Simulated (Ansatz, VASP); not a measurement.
# TiN: VASP beside Ansatz

```xyz
2
Lattice="0.0000 2.1290 2.1290 2.1290 0.0000 2.1290 2.1290 2.1290 0.0000" Properties=species:S:1:pos:R:3 pbc="T T T"
Ti    0.0000    0.0000    0.0000
N     2.1290    2.1290    2.1290
```

Change from the starting cell: volume scaled by 1.01, crystal datasets.

Alike in both runs: task electric field gradients; functional PBE; k mesh 13 × 13 × 13; occupations fermi-dirac, width 0.05 eV; no spin polarisation.

```csv
,VASP,Ansatz
version,VASP 6.6.1,Ansatz 0.2.0
potentials or method,"VASP PAW PBE potentials, release 64 (Ti_sv, N), cutoff 520 eV","all-electron PAW with datasets made for the crystal, scalar-relativistic"
```

Ansatz gave:

```
pressure (GPa) : -2.2
```

Task: Estimate VASP's values.

Result: Pressure (GPa): -1.7.

Ansatz ran all-electron here, and VASP with PAW potentials.
